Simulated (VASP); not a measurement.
Here is a VASP 6.6.1 calculation.

Contents of INCAR:

```
SYSTEM = SrTiO3
  PREC = Accurate
  ENCUT = 520
  EDIFF = 1E-7
  ISMEAR = -1
  SIGMA = 0.24
  LREAL = Auto
  LASPH = .TRUE.
  NELM = 100
  ALGO = Normal
  ISIF = 2
  LWAVE = .FALSE.
  LCHARG = .FALSE.
  GGA = PE
  NBANDS = 96
```

The input KPOINTS:

```
Automatic mesh
0
G
  3 3 2
  0 0 0
```

Contents of POSCAR:

```
SrTiO3
1.0
    5.5223300000      0.0000000000      0.0000000000
    0.0000000000      5.5223300000      0.0000000000
    0.0000000000      0.0000000000      7.8452640000
Sr Ti O
4 4 12
Direct
    0.0076054854      0.5058009934      0.2279082004
    0.5159054240     -0.0076235937      0.2401193892
    0.5412208253     -0.0243194449      0.7508733932
   -0.0217842831      0.5362591515      0.7628296511
    0.0024627286      0.0293354436      0.0045377695
   -0.0046719410     -0.0166415263      0.4828645664
    0.4554055987      0.4633008169      0.4778551748
    0.4795982855      0.5107083423     -0.0022816313
    0.7555506462      0.2436652645      0.4773325665
    0.2028310514      0.2736344985      0.0483094004
    0.2504377681      0.1918212059      0.4851971839
    0.6688118964      0.2585321775     -0.0230202578
   -0.0328122369      0.0449447969      0.7871373098
   -0.0442204649      0.0220921242      0.2453964583
    0.2677674098      0.7907350702      0.0358942669
    0.7383658709      0.7898296552      0.4922077829
    0.7541925238      0.7181751181      0.0376150503
    0.2263175145      0.7264506105      0.5213081421
    0.4649486720      0.4593350995      0.2403743201
    0.5571018030      0.4915859791      0.7463738633
```

Potentials or basis: VASP PAW PBE potentials, release 64 (Sr_sv, Ti_sv, O).

The run is started by

```sh
$ cat potpaw_PBE.64/Sr_sv/POTCAR potpaw_PBE.64/Ti_sv/POTCAR potpaw_PBE.64/O/POTCAR > POTCAR
$ mpirun -np 1 vasp_std > vasp.out
```

(1) Predict the band gap on the k mesh.

(2) Predict the largest force.

(3) Estimate the pressure.

Results:

(1) 1.86 eV.

(2) 4.618 eV/Å.

(3) 14.6 GPa.

Caveat: the cell stands under pressure; an odd mesh through Γ misses points on the zone boundary, where band edges can lie; forces of over 1 eV/Å act on the atoms, so gaps and moduli don't describe the material at rest.
